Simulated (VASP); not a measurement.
# SmIrF (P4/mmm) in VASP: relaxation of cell and atoms with PBE

Aim: the relaxation of cell and atoms of SmIrF with PBE.

All numbers are computed with VASP 6.6.1; they aren't measurements. Logs are shortened: lines on timing, memory, paths and dates and some standing lists are left out, and cuts for length are marked.

## (1) The cell of the first run

Symmetry: P4/mmm, No. 123, tetragonal system. Conventional cell: a = 3.312 Å, b = 3.312 Å, c = 4.810 Å, α = 90.00°, β = 90.00°, γ = 90.00°. Within 3.1 Å of Sm (site symmetry 4/mmm) lie 4 F at 2.34 Å. Within 3.4 Å of Ir (site symmetry 4/mmm) lie 2 F at 2.40 Å and 4 Ir at 3.31 Å and 8 Sm at 3.36 Å. F (site symmetry 4/mmm) has 4 Sm at 2.34 Å and 2 Ir at 2.40 Å within 3.1 Å.

The cell was built from a structure type or drawn by symmetry, and may not be a known phase.

## (2) Relaxation of cell and atoms, PBE, collinear spin

Contents of INCAR:

```
SYSTEM = SmIrF
PREC = Accurate ; ENCUT = 600
EDIFF = 1E-7 ; ISMEAR = 0
SIGMA = 0.1 ; LREAL = .False.
LASPH = .True. ; NELM = 200
ALGO = Normal ; ISIF = 3
LWAVE = .False. ; LCHARG = .False.
ISPIN = 2 ; MAGMOM = 0 -0.17 0
LORBIT = 11 ; LMAXMIX = 6
GGA = PE ; IBRION = 2
NSW = 100 ; EDIFFG = -0.01
GGA_COMPAT = .False. ; NELMIN = 4
KPAR = 4
```

Contents of KPOINTS:

```
Automatic mesh
0
Gamma
  14 14 10
  0 0 0
```

Contents of POSCAR:

```
SmIrF
1.0
    3.3116761880      0.0000000000      0.0000000000
    0.0000000000      3.3116761880      0.0000000000
    0.0000000000      0.0000000000      4.8095550070
Sm Ir F
1 1 1
Direct
    0.0000000000      0.0000000000      0.0000000000
    0.5000000000      0.5000000000      0.5000000000
    0.5000000000      0.5000000000      0.0000000000
```

Potentials or basis: VASP PAW PBE potentials, release 64 (Sm_3, Ir, F), 4f in core.

On the command line:

```console
$ cat potpaw_PBE.64/Sm_3/POTCAR potpaw_PBE.64/Ir/POTCAR potpaw_PBE.64/F/POTCAR > POTCAR
$ mpirun -np 4 vasp_std > vasp.out
```

OUTCAR:

```text
SYSTEM = SmIrF
   PREC = Accurate
   ENCUT = 600
   EDIFF = 1E-7
   ISMEAR = 0
   LREAL = .False.
   LASPH = .True.
   NELM = 200
   ISIF = 3
   ISPIN = 2
   LORBIT = 11
   GGA = PE
   IBRION = 2
   NSW = 100
   EDIFFG = -0.01
   NELMIN = 4

 ion  position               nearest neighbor table
   1  0.000  0.000  0.000-   3 2.34   3 2.34   3 2.34   3 2.34   2 3.36   2 3.36   2 3.36   2 3.36
                             2 3.36   2 3.36   2 3.36   2 3.36
   2  0.500  0.500  0.500-   3 2.40   3 2.40   1 3.36   1 3.36   1 3.36   1 3.36   1 3.36   1 3.36
                             1 3.36   1 3.36
   3  0.500  0.500  0.000-   1 2.34   1 2.34   1 2.34   1 2.34   2 2.40   2 2.40

  LATTYP: Found a simple tetragonal cell.
 ALAT       =     3.3116761880
 C/A-ratio  =     1.4523023188

  Lattice vectors:

 A1 = (   3.3116761880,   0.0000000000,   0.0000000000)
 A2 = (   0.0000000000,   3.3116761880,   0.0000000000)
 A3 = (   0.0000000000,   0.0000000000,   4.8095550070)

Analysis of symmetry for initial positions (statically):
=====================================================================
 Subroutine PRICEL returns:
 Original cell was already a primitive cell.

 Routine SETGRP: Setting up the symmetry group for a
 simple tetragonal supercell.

 Subroutine GETGRP returns: Found 16 space group operations
 (whereof 16 operations were pure point group operations)
 out of a pool of 16 trial point group operations.

The static configuration has the point symmetry D_4h.

Analysis of symmetry for dynamics (positions and initial velocities):
=====================================================================
 Subroutine PRICEL returns:
 Original cell was already a primitive cell.

 Routine SETGRP: Setting up the symmetry group for a
 simple tetragonal supercell.

 Subroutine GETGRP returns: Found 16 space group operations
 (whereof 16 operations were pure point group operations)
 out of a pool of 16 trial point group operations.

The dynamic configuration has the point symmetry D_4h.

Analysis of structural, dynamic, and magnetic symmetry:
=====================================================================
 Subroutine PRICEL returns:
 Original cell was already a primitive cell.

 Routine SETGRP: Setting up the symmetry group for a
 simple tetragonal supercell.

 Subroutine GETGRP returns: Found 16 space group operations
 (whereof 16 operations were pure point group operations)
 out of a pool of 16 trial point group operations.

The overall configuration has the point symmetry D_4h.

[... 114 lines left out ...]
   EFERMI =   0.00;   METHOD = LEGACY
   ISMEAR =     0;   SIGMA  =   0.10  broadening in eV -4-tet -1-fermi 0-gaus
   EFERMI_NEDOS =   21; number of points for ismear=-14 and -15
   IALGO  =     38    algorithm
   IMIX   =      4    mixing-type and parameters
     AMIX     =   0.40;   BMIX     =  1.00
     AMIX_MAG =   1.60;   BMIX_MAG =  1.00
  volume/ion in A,a.u.               =      17.58       118.65
  Fermi-wavevector in a.u.,A,eV,Ry     =   1.309571  2.474731 23.333685  1.714977
  Thomas-Fermi vector in A             =   2.440161
   LORBIT       =     11    0 simple, 1 ext, 2 COOP (PROOUT), +10 PAW based schemes
   GGA     = PE    functional components
   LHFCALC =     F    Hartree Fock is set to
   AEXX    =    0.0000 exact exchange contribution
   IVDW    =     0    specifies the selected vdW correction
   LEPSILON=     F    determine dielectric tensor
   LRPA    =     F    only Hartree local field effects (RPA)
 conjugate gradient relaxation of ions
 spin polarized calculation
 Gauss-broadening in eV      SIGMA  =   0.10
  energy-cutoff  :      600.00
  volume of cell :       52.75
 maximum number of plane-waves:      1795
 NGX is ok and might be reduce to    28
   NGX = 13   NGY = 13   NGZ = 19

--------------------------------------- Ionic step        1  -------------------------------------------

 number of electron      27.0000004 magnetization      -0.1397510

 Free energy of the ion-electron system (eV)
  ---------------------------------------------------
  ext. energy  EPLUGINS =         0.00000000
  ---------------------------------------------------
  free energy    TOTEN  =       -17.87378688 eV

  energy without entropy =      -17.86051544  energy(sigma->0) =      -17.86715116

------------------------ aborting loop because EDIFF is reached ----------------------------------------

  FORCE on cell =-STRESS in cart. coord.  units (eV):
  Direction    XX          YY          ZZ          XY          YZ          ZX
  --------------------------------------------------------------------------------------
  -------------------------------------------------------------------------------------
  Total        0.6318847      0.6318847     -0.6403686      0.0000000      0.0000000      0.0000000
  in kB       19.1932193     19.1932193    -19.4509142      0.0000000      0.0000000      0.0000000
  external PRESSURE =       6.3118415 kB  Pullay stress =       0.0000000 kB
[... 217 lines left out ...]
 number of electron      27.0000000 magnetization       0.0000002

 number of electron      27.0000000 magnetization      -0.0000004

 Free energy of the ion-electron system (eV)
  ---------------------------------------------------
  ext. energy  EPLUGINS =         0.00000000
  ---------------------------------------------------
  free energy    TOTEN  =       -17.89728473 eV

  energy without entropy =      -17.88827604  energy(sigma->0) =      -17.89278039

 E-fermi :   5.3222     XC(G=0): -11.4053

 val. band max:        5.3215702392   @ k =   0.5000   0.1429   0.2000
 cond. band min:       5.3272736967   @ k =   0.1429   0.1429   0.3000
 fundamental gap:      0.0057034575
 Fermi energy:         5.3222046054

 spin component 1

 k-point     1 :       0.0000    0.0000    0.0000
  band No.  band energies     occupation
      1     -36.4607      1.00000
      2     -22.0722      1.00000
      3     -15.7005      1.00000
      4     -15.7005      1.00000
      5     -15.6254      1.00000
      6      -3.5158      1.00000
[... 459 lines left out ...]
      6      -4.1260      1.00000
[... 9 lines left out ...]
     16       7.7091      0.00000
     17       8.1476      0.00000

 [... further k-points ...]

 spin component 2

 k-point     1 :       0.0000    0.0000    0.0000
  band No.  band energies     occupation
      1     -36.4607      1.00000
      2     -22.0722      1.00000
      3     -15.7005      1.00000
      4     -15.7005      1.00000
      5     -15.6254      1.00000
      6      -3.5158      1.00000
[... 501 lines left out ...]
  FREE ENERGIE OF THE ION-ELECTRON SYSTEM (eV)
  ---------------------------------------------------
  free  energy   TOTEN  =       -17.8972847335 eV

  energy  without entropy=      -17.8882760409  energy(sigma->0) =      -17.89278039

 reached required accuracy - stopping structural energy minimisation

 total charge

# of ion       s       p       d       tot
------------------------------------------
    1        2.130   5.950   0.948   9.028
    2        0.573   0.258   7.039   7.870
    3        1.759   4.342   0.000   6.101
--------------------------------------------------
tot          4.461  10.550   7.988  22.999

 magnetization (x)

# of ion       s       p       d       tot
------------------------------------------
    1       -0.000   0.000   0.000   0.000
    2        0.000   0.000   0.000   0.000
    3        0.000   0.000   0.000   0.000
--------------------------------------------------
tot          0.000   0.000   0.000   0.000
```

CONTCAR:

```text
SmIrF
   1.00000000000000
     3.3653781846886375    0.0000000000000000    0.0000000000000000
     0.0000000000000000    3.3653781846886375    0.0000000000000000
     0.0000000000000000    0.0000000000000000    4.6526460328189652
  Sm              Ir              F
     1     1     1
Direct
     0.0000000000000000    1.0000000000000000    0.0000000000000000
     0.5000000000000000    0.5000000000000000    0.5000000000000000
     0.5000000000000000    0.5000000000000000    0.0000000000000000

  0.00000000E+00  0.00000000E+00  0.00000000E+00
  0.00000000E+00  0.00000000E+00  0.00000000E+00
  0.00000000E+00  0.00000000E+00  0.00000000E+00
```

It took 4.4 min on 4 MPI ranks of Intel Xeon 6975P-C (Granite Rapids), shared host; peak memory 0.55 GiB.

What came out:

- Free energy: -17.8973 eV
- Relaxed volume: 17.56 Å³/atom
- Relaxed cell: a = 3.365 Å, b = 3.365 Å, c = 4.653 Å, α = 90.00°, β = 90.00°, γ = 90.00°
- Space group after relaxing (to 0.1 Å): P4/mmm (No. 123)
- Energy gained by relaxing: 7.8 meV/atom
- Ionic steps: 7
- Pressure after relaxing: 0.0 GPa
- Net moment: 0.00 μB per cell
- Valence electrons inside the program's atomic spheres: Sm 9.03; Ir 7.87; F 6.10

The path:
```tsv
step	energy change (eV)	largest force (eV/Å)	pressure (GPa)	volume (Å³)
1	0.0000	0.0000	0.63	52.75
2	-0.0134	0.0000	-0.81	53.27
3	-0.0162	0.0000	-1.79	53.66
4	-0.0225	0.0000	-0.73	53.05
5	-0.0226	0.0000	-0.59	52.97
6	-0.0235	0.0000	-0.12	52.75
7	-0.0235	0.0000	-0.01	52.69
```

Final structure:
```xyz
3
Lattice="3.3654 0.0000 0.0000 0.0000 3.3654 0.0000 0.0000 0.0000 4.6526" Properties=species:S:1:pos:R:3 pbc="T T T"
Sm    0.0000    3.3654    0.0000
Ir    1.6827    1.6827    2.3263
F     1.6827    1.6827    0.0000
```

Levels at points of the mesh, in eV from the Fermi level:
Spin up:
```tsv
k point	band 11	band 12	band 13	band 14	band 15	band 16
(0.00, 0.00, 0.00)	-1.50	-1.50	-1.40	-0.46	-0.22	2.06
(0.50, 0.00, 0.00)	-1.12	-1.05	-1.01	-0.89	0.99	1.30
(0.50, 0.50, 0.00)	-2.92	-1.04	0.50	1.84	2.95	2.95
(0.00, 0.00, 0.50)	-1.50	-0.81	-0.81	-0.14	0.20	1.00
(0.50, 0.00, 0.50)	-1.21	-0.73	0.56	0.87	0.87	2.18
(0.50, 0.50, 0.50)	-1.68	-0.97	-0.97	0.50	0.67	2.67
```
Spin down:
```tsv
k point	band 10	band 11	band 12	band 13	band 14	band 15	band 16	band 17
(0.00, 0.00, 0.00)	-3.03	-1.50	-1.50	-1.40	-0.46	-0.22	2.06	4.41
(0.50, 0.00, 0.00)	-2.16	-1.12	-1.05	-1.01	-0.89	0.99	1.30	2.01
(0.50, 0.50, 0.00)	-3.19	-2.92	-1.04	0.50	1.84	2.95	2.95	3.46
(0.00, 0.00, 0.50)	-2.35	-1.50	-0.81	-0.81	-0.14	0.20	1.00	2.46
(0.50, 0.00, 0.50)	-2.30	-1.21	-0.73	0.56	0.87	0.87	2.18	4.80
(0.50, 0.50, 0.50)	-1.68	-1.68	-0.97	-0.97	0.50	0.67	2.67	3.87
```

Caveat: the magnetic or orbital state may not be the lowest; spin-orbit coupling is left out, which moves the levels of the heavy elements; the 4f electrons are frozen in the core, so they carry no moment and show no levels.
